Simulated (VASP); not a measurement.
# WC (Cmmm) in VASP: notebook, part 2 of 2

VASP 6.6.1.

## (5) Single point, PBE

This run uses another cell than the first one, of 14.97 Å³/atom.

INCAR reads:

```
PREC = Accurate
ENCUT = 520
EDIFF = 1E-7
ISMEAR = 0
SIGMA = 0.012
LREAL = F
LASPH = T
NELM = 80
ALGO = Normal
ISIF = 2
LWAVE = F
LCHARG = F
GGA = PE
NBANDS = 16
```

KPOINTS reads:

```
Automatic mesh
0
Gamma
  10 10 6
```

POSCAR reads:

```
WC
1.0
    1.6403461100     -2.1180379000      0.0000000000
    1.6403461100      2.1180379000      0.0000000000
    0.0000000000      0.0000000000      4.3094211000
W C
1 1
Direct
    0.5000000000      0.5000000000      0.5000000000
    0.0000000000      0.0000000000      0.0000000000
```

Potentials or basis: VASP PAW PBE potentials, release 64 (W_sv, C).

On the command line:

```sh
cat potpaw_PBE.64/W_sv/POTCAR potpaw_PBE.64/C/POTCAR > POTCAR
mpirun -np 1 vasp_std > vasp.out
```

OUTCAR:

```text
PREC = Accurate
   ENCUT = 520
   EDIFF = 1E-7
   ISMEAR = 0
   LREAL = F
   LASPH = T
   NELM = 80
   ISIF = 2
   GGA = PE

 ion  position               nearest neighbor table
   1  0.500  0.500  0.500-   2 2.71   2 2.71   2 2.71   2 2.71
   2  0.000  0.000  0.000-   1 2.71   1 2.71   1 2.71   1 2.71

  LATTYP: Found a base centered orthorhombic cell.
 ALAT       =     3.2806922200
 B/A-ratio  =     1.2912140231
 C/A-ratio  =     1.3135706769

  Lattice vectors:
[... 641 lines left out ...]

 [... further k-points ...]

------------------------ aborting loop because EDIFF is reached ----------------------------------------

  FORCE on cell =-STRESS in cart. coord.  units (eV):
  Direction    XX          YY          ZZ          XY          YZ          ZX
  --------------------------------------------------------------------------------------
  -------------------------------------------------------------------------------------
  Total       -6.5184118     -0.3595891    -10.9773725      0.0000000      0.0000000      0.0000000
  in kB     -348.7660702    -19.2397312   -587.3416972      0.0000000      0.0000000      0.0000000
  external PRESSURE =    -318.4491662 kB  Pullay stress =       0.0000000 kB

 VOLUME and BASIS-vectors are now :
 -----------------------------------------------------------------------------
  energy-cutoff  :      520.00
  volume of cell :       29.94
      direct lattice vectors                 reciprocal lattice vectors
     1.640346110 -2.118037900  0.000000000     0.304813720 -0.236067542  0.000000000
     1.640346110  2.118037900  0.000000000     0.304813720  0.236067542  0.000000000
     0.000000000  0.000000000  4.309421100     0.000000000  0.000000000  0.232049729

 POSITION                                       TOTAL-FORCE (eV/Angst)
 -----------------------------------------------------------------------------------
      1.64035      0.00000      2.15471         0.000000      0.000000      0.000000
      0.00000      0.00000      0.00000         0.000000     -0.000000      0.000000
 -----------------------------------------------------------------------------------
    total drift:                                0.000000      0.000000      0.000000

  FREE ENERGIE OF THE ION-ELECTRON SYSTEM (eV)
  ---------------------------------------------------
  free  energy   TOTEN  =       -16.6999298660 eV

  energy  without entropy=      -16.6998087477  energy(sigma->0) =      -16.69986931
```

OSZICAR:

```text
N       E                     dE             d eps       ncg     rms          rms(c)
DAV:   1     0.130182167356E+03    0.13018E+03   -0.10883E+04  4008   0.121E+03
DAV:   2    -0.148713418889E+02   -0.14505E+03   -0.14034E+03  4928   0.325E+02
DAV:   3    -0.182562544068E+02   -0.33849E+01   -0.33666E+01  4368   0.495E+01
DAV:   4    -0.182821056766E+02   -0.25851E-01   -0.25850E-01  5048   0.486E+00
DAV:   5    -0.182824257315E+02   -0.32005E-03   -0.32005E-03  4440   0.494E-01    0.154E+01
DAV:   6    -0.179736164250E+02    0.30881E+00   -0.13893E+01  4928   0.206E+01    0.686E+00
DAV:   7    -0.167775477594E+02    0.11961E+01   -0.42314E+00  4704   0.944E+00    0.398E+00
DAV:   8    -0.167014860762E+02    0.76062E-01   -0.29778E-01  4272   0.439E+00    0.445E-01
DAV:   9    -0.167001940791E+02    0.12920E-02   -0.64828E-03  4384   0.577E-01    0.246E-01
DAV:  10    -0.166999464447E+02    0.24763E-03   -0.83232E-04  4464   0.296E-01    0.321E-02
DAV:  11    -0.166999318549E+02    0.14590E-04   -0.63052E-05  4744   0.740E-02    0.187E-02
DAV:  12    -0.166999300871E+02    0.17677E-05   -0.89503E-06  4760   0.244E-02    0.251E-03
DAV:  13    -0.166999299743E+02    0.11283E-06   -0.74678E-07  4304   0.627E-03    0.113E-03
DAV:  14    -0.166999298734E+02    0.10092E-06   -0.21969E-08  2296   0.118E-03    0.177E-04
DAV:  15    -0.166999298660E+02    0.73503E-08   -0.18522E-09  2080   0.438E-04
   1 F= -.16699930E+02 E0= -.16699869E+02  d E =-.121118E-03
```

stdout:

```text
POSCAR found type information on POSCAR W C
 POSCAR found :  2 types and       2 ions
 scaLAPACK will be used
 LDA part: xc-table for (Slater+PW92), standard interpolation
 POSCAR, INCAR and KPOINTS ok, starting setup
 FFT: planning ... GRIDC
 FFT: planning ... GRID_SOFT
 FFT: planning ... GRID
 WAVECAR not read
 entering main loop
```

It took 19 s on 1 thread of Intel Xeon 6975P-C (Granite Rapids), shared host; peak memory 0.18 GiB.

Results:

| Quantity | Value |
| --- | --- |
| Free energy | -16.6999 eV |
| Pressure | -31.8 GPa |
| Band gap on the k mesh | zero (bands 9 and 10 overlap by 4.08 eV) |

Stress tensor (GPa, compression positive):
```
-34.88   0.00   0.00
  0.00  -1.92   0.00
  0.00   0.00 -58.73
```

Caveat: the stress differs along the axes, from -59 to -2 GPa; spin-orbit coupling is left out, which moves the levels of the heavy elements.

## (6) Single point, r2SCAN

This run uses another cell than the first one, of 14.97 Å³/atom.

POSCAR is that of step 5.

INCAR.step1 reads:

```
PREC = Accurate ; ENCUT = 520
ISMEAR = -1 ; SIGMA = 0.05
LREAL = F ; LASPH = T
NELM = 100 ; NBANDS = 16
GGA = PE ; ALGO = Normal
EDIFF = 1E-4 ; LWAVE = T
LCHARG = F
```

INCAR.step2 reads:

```
PREC = Accurate ; ENCUT = 520
EDIFF = 1E-7 ; ISMEAR = -1
SIGMA = 0.05 ; LREAL = F
LASPH = T ; NELM = 100
ALGO = Normal ; ISIF = 2
LWAVE = F ; LCHARG = T
METAGGA = R2SCAN ; LMIXTAU = T
LELF = T ; LVHAR = T
NBANDS = 16 ; ISTART = 1
```

KPOINTS is that of step 5.

Potentials or basis: VASP PAW PBE potentials, release 64 (W_sv, C).

On the command line:

```sh
cat potpaw_PBE.64/W_sv/POTCAR potpaw_PBE.64/C/POTCAR > POTCAR
cp INCAR.step1 INCAR
mpirun -np 1 vasp_std > vasp.out
cp INCAR.step2 INCAR
mpirun -np 1 vasp_std > vasp.out
```

OUTCAR:

```text
PREC = Accurate
   ENCUT = 520
   EDIFF = 1E-7
   ISMEAR = -1
   LREAL = F
   LASPH = T
   NELM = 100
   ISIF = 2
   METAGGA = R2SCAN
   ISTART = 1

 ion  position               nearest neighbor table
   1  0.500  0.500  0.500-   2 2.71   2 2.71   2 2.71   2 2.71
   2  0.000  0.000  0.000-   1 2.71   1 2.71   1 2.71   1 2.71

  LATTYP: Found a base centered orthorhombic cell.
 ALAT       =     3.2806922200
 B/A-ratio  =     1.2912140231
 C/A-ratio  =     1.3135706769

  Lattice vectors:

 A1 = (   1.6403461100,  -2.1180379000,   0.0000000000)
 A2 = (   1.6403461100,   2.1180379000,   0.0000000000)
 A3 = (   0.0000000000,   0.0000000000,   4.3094211000)

Analysis of symmetry for initial positions (statically):
=====================================================================
 Subroutine PRICEL returns:
 Original cell was already a primitive cell.

 Routine SETGRP: Setting up the symmetry group for a
 base centered orthorhombic supercell.

 Subroutine GETGRP returns: Found  8 space group operations
 (whereof  8 operations were pure point group operations)
 out of a pool of  8 trial point group operations.

The static configuration has the point symmetry D_2h.
[... 159 lines left out ...]

 E-fermi :   7.0480     XC(G=0): -12.8091

 val. band max:        7.0377142673   @ k =  -0.4000   0.1000   0.5000
 cond. band min:       7.0762225023   @ k =  -0.3000   0.3000   0.3333
 fundamental gap:      0.0385082350
 Fermi energy:         7.0479839625

 k-point     1 :       0.0000    0.0000    0.0000
  band No.  band energies     occupation
      1     -69.7505      2.00000
      2     -33.4129      2.00000
      3     -32.7181      2.00000
      4     -32.4360      2.00000
      5      -6.0445      2.00000
      6       1.1103      2.00000
[... 433 lines left out ...]
      3     -33.2473      2.00000
      4     -33.2161      2.00000
      5      -2.0678      2.00000
      6       3.0756      2.00000
[... 8 lines left out ...]
     15      18.5911      0.00000
     16      19.0887      0.00000

 [... further k-points ...]

------------------------ aborting loop because EDIFF is reached ----------------------------------------

  FORCE on cell =-STRESS in cart. coord.  units (eV):
  Direction    XX          YY          ZZ          XY          YZ          ZX
  --------------------------------------------------------------------------------------
  -------------------------------------------------------------------------------------
  Total       -7.3004741     -0.7946278    -11.5777906     -0.0000000      0.0000000      0.0000000
  in kB     -390.6101251    -42.5163727   -619.4669279     -0.0000000      0.0000000      0.0000000
  external PRESSURE =    -350.8644752 kB  Pullay stress =       0.0000000 kB

 VOLUME and BASIS-vectors are now :
 -----------------------------------------------------------------------------
  energy-cutoff  :      520.00
  volume of cell :       29.94
      direct lattice vectors                 reciprocal lattice vectors
     1.640346110 -2.118037900  0.000000000     0.304813720 -0.236067542  0.000000000
     1.640346110  2.118037900  0.000000000     0.304813720  0.236067542  0.000000000
     0.000000000  0.000000000  4.309421100     0.000000000  0.000000000  0.232049729

 POSITION                                       TOTAL-FORCE (eV/Angst)
 -----------------------------------------------------------------------------------
      1.64035      0.00000      2.15471        -0.000000     -0.000000      0.000000
      0.00000      0.00000      0.00000         0.000000      0.000000      0.000000
 -----------------------------------------------------------------------------------
    total drift:                                0.000000      0.000000      0.000000

  FREE ENERGIE OF THE ION-ELECTRON SYSTEM (eV)
  ---------------------------------------------------
  free  energy   TOTEN  =       -55.5030645652 eV

  energy  without entropy=      -55.4895047084  energy(sigma->0) =      -55.49628464
```

Run time: 72 s. Hardware: 1 thread of Intel Xeon 6975P-C (Granite Rapids), shared host; peak memory 0.18 GiB.

Results:

```
Free energy            : -55.5031 eV
Pressure               : -35.1 GPa
Band gap on the k mesh : zero (bands 9 and 10 overlap by 4.27 eV)
```

Stress tensor (GPa, compression positive):
```
-39.06   0.00   0.00
  0.00  -4.25   0.00
  0.00   0.00 -61.95
```

Levels at points of the mesh, in eV from the Fermi level:
```
           k point  band 6  band 7  band 8  band 9  band 10  band 11  band 12  band 13
(0.00, 0.00, 0.00)   -5.94   -3.70   -3.45    1.97     2.16     2.32     2.81     2.92
(0.50, 0.00, 0.00)   -6.10   -5.03   -3.93    2.01     2.01     2.82     3.55     4.61
(0.50, 0.50, 0.00)   -3.91   -3.44   -2.67   -1.03    -0.69    -0.22     1.19     6.14
(0.00, 0.00, 0.50)   -8.37   -3.68   -2.81    0.24     2.23     2.78     3.98     4.66
(0.50, 0.00, 0.50)   -4.79   -4.13   -2.72   -0.67     0.34     2.40     2.53     2.85
(0.50, 0.50, 0.50)   -5.95   -5.22   -3.03    0.29     1.20     2.81     3.87     4.25
```

Caveat: the stress differs along the axes, from -62 to -4 GPa; the PAW data sets were made with another functional, which shifts forces and pressure a little; spin-orbit coupling is left out, which moves the levels of the heavy elements.

## (7) Summary

| level | cell | smearing | gap on the mesh (eV) | pressure (GPa) |
| --- | --- | --- | --- | --- |
| revPBE | a = 3.070, b = 3.070, c = 3.023 Å, angles 90.0, 90.0, 122.7°, 2 atoms | fermi-dirac 0.05 eV | none | 0.5 |
| BLYP | a = 3.226, b = 3.226, c = 3.041 Å, angles 90.0, 90.0, 125.9°, 2 atoms | fermi-dirac 0.05 eV | none | 1.5 |
| BLYP | a = 2.679, b = 2.679, c = 4.309 Å, angles 90.0, 90.0, 104.5°, 2 atoms | fermi-dirac 0.05 eV | none | -24.0 |
| PBE | a = 2.679, b = 2.679, c = 4.309 Å, angles 90.0, 90.0, 104.5°, 2 atoms | gaussian 0.012 eV | none | -31.8 |
| r2SCAN | a = 2.679, b = 2.679, c = 4.309 Å, angles 90.0, 90.0, 104.5°, 2 atoms | fermi-dirac 0.05 eV | none | -35.1 |

Alike in all rows: task single point; potentials or basis VASP PAW PBE potentials, release 64 (W_sv, C); no spin polarisation; k mesh 10 × 10 × 6; cutoff (eV) 520.

Caveats: spin-orbit coupling is left out, which moves the levels of the heavy elements; the PAW data sets were made with another functional, which shifts forces and pressure a little (at least some runs); the stress differs along the axes, from -51 to 6 GPa (at least some runs); the stress differs along the axes, from -59 to -2 GPa (at least some runs); the stress differs along the axes, from -62 to -4 GPa (at least some runs).

Absolute energies hang on the potentials; compare differences alone.

The gap in the log of VASP goes by the Fermi energy; the results here count the filled bands.